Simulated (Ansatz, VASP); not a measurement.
**NaH: VASP beside Ansatz**

Contents of INCAR:

```
PREC = Accurate ; ENCUT = 520
EDIFF = 1E-6 ; ISMEAR = 0
SIGMA = 0.05 ; LREAL = False
LASPH = True ; NELM = 100
ALGO = Normal ; ISIF = 2
LWAVE = False ; LCHARG = False
GGA = CA ; NBANDS = 11
```

KPOINTS

```
regular mesh
0
Gamma
  8 8 8
```

Contents of POSCAR:

```
NaH
1.0
    0.0000000000      2.3668000000      2.4034000000
    2.3668000000      0.0000000000      2.4034000000
    2.3668000000      2.3668000000      0.0000000000
Na H
1 1
Direct
    0.0000000000      0.0000000000      0.0000000000
    0.5000000000      0.5000000000      0.5000000000
```

Input for Ansatz:

```yaml
crystal:
  lattice:
    - [0.0, 2.3668, 2.4034]
    - [2.3668, 0.0, 2.4034]
    - [2.3668, 2.3668, 0.0]
  atoms:
    - { symbol: Na, position: [0.0, 0.0, 0.0] }
    - { symbol: H, position: [0.5, 0.5, 0.5] }
basis:
  ecutwfc: 420
kpoints:
  mp_grid: { grid: [8, 8, 8] }
hamiltonian:
  xc: lda
scf:
  occupations: { method: gaussian, width: 0.05 }
output:
  forces: true
  stress: true
  eigenvalues: true
```

Change from the starting cell: strain -0.030 along x and y, -0.015 along z, atoms carried along.

Alike in both runs: task single point; functional LDA; k mesh 8 × 8 × 8; occupations gaussian, width 0.05 eV; no spin polarisation.

|  | VASP | Ansatz |
| --- | --- | --- |
| version | VASP 6.6.1 | Ansatz 0.2.0 |
| potentials or method | VASP PAW LDA potentials, release 64 (Na_pv, H), cutoff 520 eV | scalar-relativistic, plane waves, PAW |
| valence electrons in the cell | 8 | 10 |

```tsv
	VASP	Ansatz	Ansatz less VASP
gap on the k mesh at the Fermi level (eV)	3.47	3.47	+0.001
least direct gap on the mesh (eV)	4.42	4.42	+0.004
pressure (GPa)	-1.1	-1.1	+0.06
traceless stress, the component that is largest in VASP (GPa)	-0.35	-0.35	+0.004
```

LDA's correlation is that of Perdew and Zunger in VASP and of Perdew and Wang (1992) in Ansatz. VASP's potentials hold 8 valence electrons a cell and Ansatz's 10, so a difference there can come from the potentials and not from the codes.
